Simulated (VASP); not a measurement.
A run of VASP 6.6.1:

File POSCAR:

```
TiO2
1.0
    2.6711591092     -2.6712447693     -0.0201434343
    2.6711591092      2.6712447693     -0.0201434343
   -2.6352961796      0.0000000000      4.8120240327
Ti O
2 4
Direct
    0.8750127332      0.1249872668      0.7500000000
    0.1249872668      0.8750127332      0.2500000000
    0.0822509662      0.3322792145      0.1645436780
    0.9177490338      0.6677207855      0.8354563220
    0.6677207855      0.9177490338      0.3354563220
    0.3322792145      0.0822509662      0.6645436780
```

The input INCAR.step1:

```
  ALGO = Normal
  EDIFF = 1E-4
  ENCUT = 520
  GGA = PE
  ISMEAR = -1
  LASPH = T
  LCHARG = F
  LREAL = F
  LWAVE = T
  NBANDS = 33
  NELM = 60
  PREC = Accurate
  SIGMA = 0.05
```

File INCAR.step2:

```
  ALGO = Normal
  EDIFF = 1E-6
  ENCUT = 520
  ISIF = 2
  ISMEAR = -1
  ISTART = 1
  LASPH = T
  LCHARG = F
  LMIXTAU = T
  LREAL = F
  LWAVE = F
  METAGGA = R2SCAN
  NBANDS = 33
  NELM = 60
  PREC = Accurate
  SIGMA = 0.05
```

File KPOINTS:

```
k-points
0
Gamma
  8 8 6
```

Potentials or basis: VASP PAW PBE potentials, release 64 (Ti_sv, O).

The run is started by

```sh
$ cat potpaw_PBE.64/Ti_sv/POTCAR potpaw_PBE.64/O/POTCAR > POTCAR
$ cp INCAR.step1 INCAR
$ mpirun -np 1 vasp_std > vasp.out
$ cp INCAR.step2 INCAR
$ mpirun -np 1 vasp_std > vasp.out
```

Hardware: 1 thread of Intel(R) Xeon(R) 6975P-C (Granite Rapids) (shared host).

Q: How long does it take, and how much memory?

A: Wall time 6.6 min on 1 thread of Intel(R) Xeon(R) 6975P-C (Granite Rapids), with other jobs on the host, peak memory 0.32 GiB. Counts: k points 114.
